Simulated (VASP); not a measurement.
Runs of VASP 6.6.1 on Ge. The structure is that of space group P6/mmm (No. 191), or close to it. The cells are those of the table. 

| task | cell | cutoff (eV) | k mesh for the DOS | occupations for the DOS | gap on the mesh (eV) | pressure (GPa) |
| --- | --- | --- | --- | --- | --- | --- |
| single point | a = 2.404, b = 2.404, c = 2.247 Å, angles 90.0, 90.0, 120.0°, 1 atom | 520 | - | - | none | 126.6 |
| single point | a = 2.287, b = 2.287, c = 2.140 Å, angles 90.0, 90.0, 120.0°, 1 atom | 520 | - | - | none | (a) |
| single point | a = 2.534, b = 2.534, c = 2.371 Å, angles 90.0, 90.0, 120.0°, 1 atom | 520 | - | - | none | 61.7 |
| single point | a = 2.652, b = 2.652, c = 2.483 Å, angles 90.0, 90.0, 120.0°, 1 atom | 520 | - | - | none | 29.0 |
| relaxation of cell and atoms | relaxed from a = 2.895, b = 2.895, c = 2.722 Å, angles 90.0, 90.0, 120.0°, 1 atom | 600 | - | - | none | 0.0 |
| single point | a = 2.880, b = 2.880, c = 2.699 Å, angles 90.0, 90.0, 120.0°, 1 atom | 520 | - | - | none | (b) |
| single point | a = 2.175, b = 2.175, c = 2.036 Å, angles 90.0, 90.0, 120.0°, 1 atom | 520 | - | - | none | 392.4 |

Alike in all rows: level PBE; potentials or basis VASP PAW PBE potentials, release 64 (Ge_d); no spin polarisation; k mesh 17 × 17 × 15; smearing fermi-dirac 0.1 eV.

Problem. Fill in the values left out.

Solution. (a) 227.9; (b) -0.2.

A k mesh can miss the band edges, and the runs leave out spin-orbit coupling on Ge.

A gap of «none» marks levels without a gap at the run's occupations.
